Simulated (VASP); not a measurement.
## TiSi3W: single point with PBE

TiSi3W:

```xyz
5
Lattice="4.7304 0.0000 0.0000 -2.3652 4.0966 0.0000 0.0000 0.0000 4.1925" Properties=species:S:1:pos:R:3 pbc="T T T"
Ti    0.0000    0.0000    0.0000
Si    1.7794    0.0000    2.0962
Si   -0.8897    1.5410    2.0962
Si    1.4755    2.5556    2.0962
W     0.0000    0.0000    2.0962
```

The cell was built from a structure type or drawn by symmetry, and may not be a known phase.

```yaml
Program: VASP 6.6.1
Task: single point
Functional: PBE
Potentials_or_basis: VASP PAW PBE potentials, release 64 (Ti_sv, Si, W_sv)
Cutoff: 520 eV
k_mesh: 6 × 6 × 4
Occupations: gaussian, width 0.1 eV
Spin: no spin polarisation
Dipole_correction: no
Further_INCAR_settings: ALGO = Normal; EDIFF = 1e-07; NBANDS = 27
```

```yaml
Pressure: 101.7 GPa
Largest_force: 24.287 eV/Å
Band_gap_on_the_k_mesh: zero (bands 19 and 20 overlap by 1.45 eV)
```

Forces on the atoms (eV/Å):
```
Ti    0.000   0.000   0.000
Si   24.287   0.000   0.000
Si  -12.144  21.033   0.000
Si  -12.144 -21.033   0.000
W     0.000   0.000   0.000
```

Stress tensor (GPa, compression positive):
```
123.76   0.00   0.00
  0.00 123.76   0.00
  0.00   0.00  57.50
```

Levels at points of the mesh, in eV from the Fermi level:
```csv
k point,band 15,band 16,band 17,band 18,band 19,band 20,band 21,band 22,band 23,band 24
"(0.00, 0.00, 0.00)",-4.67,-3.02,-2.36,-2.36,-0.66,-0.56,0.46,0.46,1.50,1.50
"(0.50, 0.00, 0.00)",-5.35,-4.62,-1.26,-0.74,0.34,1.16,1.55,1.64,1.70,2.99
"(0.00, 0.00, 0.50)",-4.26,-2.93,-2.93,-0.90,-0.63,-0.63,0.94,0.94,1.20,1.43
"(0.50, 0.00, 0.50)",-4.63,-3.55,-1.14,-0.24,-0.23,0.15,0.47,0.72,0.73,1.50
```

Wall time 49 s on 1 thread of Intel(R) Xeon(R) Platinum 8259CL CPU @ 2.50GHz (Skylake/Cascade Lake) (shared host), peak memory 0.22 GiB.

Caveat: the k points lie up to 0.37 Å⁻¹ apart, too coarse for converged energies and pressures of a metal; atoms lie so close that the PAW spheres overlap strongly, which falsifies energies and pressures; spin-orbit coupling is left out, which moves the levels of the heavy elements; forces of over 1 eV/Å act on the atoms, so gaps and moduli don't describe the material at rest.
